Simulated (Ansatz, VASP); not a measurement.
## One calculation of GaN, two programs

File POSCAR:

```
GaN
1.0
    0.0000000000      2.1293931136      2.1293931136
    2.1293931136      0.0000000000      2.1293931136
    2.1293931136      2.1293931136      0.0000000000
Ga N
1 1
Direct
    0.5000000000      0.5000000000      0.5000000000
    0.0000000000      0.0000000000      0.0000000000
```

INCAR.step1

```
SYSTEM = GaN
PREC = Accurate ; ENCUT = 520
ISMEAR = 0 ; SIGMA = 0.01
LREAL = .False. ; LASPH = .True.
NELM = 80 ; NBANDS = 16
GGA = PE ; ALGO = Normal
EDIFF = 1E-4 ; LWAVE = .True.
LCHARG = .False.
```

INCAR.step2

```
SYSTEM = GaN
PREC = Accurate ; ENCUT = 520
EDIFF = 1E-6 ; ISMEAR = 0
SIGMA = 0.01 ; LREAL = .False.
LASPH = .True. ; NELM = 80
ALGO = Normal ; ISIF = 2
LWAVE = .False. ; LCHARG = .True.
METAGGA = R2SCAN ; LMIXTAU = .True.
LELF = .True. ; LVHAR = .True.
NBANDS = 16 ; ISTART = 1
```

KPOINTS

```
Automatic mesh
0
Gamma
  8 8 8
  0 0 0
```

Input for Ansatz:

```yaml
crystal:
  lattice:
    - [0.0, 2.1293931136, 2.1293931136]
    - [2.1293931136, 0.0, 2.1293931136]
    - [2.1293931136, 2.1293931136, 0.0]
  atoms:
    - { symbol: Ga, position: [0.5, 0.5, 0.5] }
    - { symbol: "N", position: [0.0, 0.0, 0.0] }
kpoints:
  mp_grid: { grid: [8, 8, 8] }
hamiltonian:
  xc: r2scan
scf:
  occupations: { method: fixed }
  n_extra_bands: 4
output:
  forces: true
  stress: true
  eigenvalues: true
```

Alike in both runs: task single point; functional r2SCAN; k mesh 8 × 8 × 8; no spin polarisation.

```csv
,VASP,Ansatz
version,VASP 6.6.1,Ansatz 0.2.0
potentials or method,"VASP PAW PBE potentials, release 64 (Ga_d, N)","plane waves, PAW"
plane-wave cutoff (eV),520,500
occupations,"gaussian, width 0.01 eV",fixed
valence electrons in the cell,18,18
```

|  | VASP | Ansatz | Ansatz less VASP |
| --- | --- | --- | --- |
| gap on the k mesh at the Fermi level (eV) | 0.97 | 0.99 | +0.022 |
| pressure (GPa) | -5.7 | -6.8 | -1.12 |

VASP's potentials were made for PBE, not for r2SCAN.
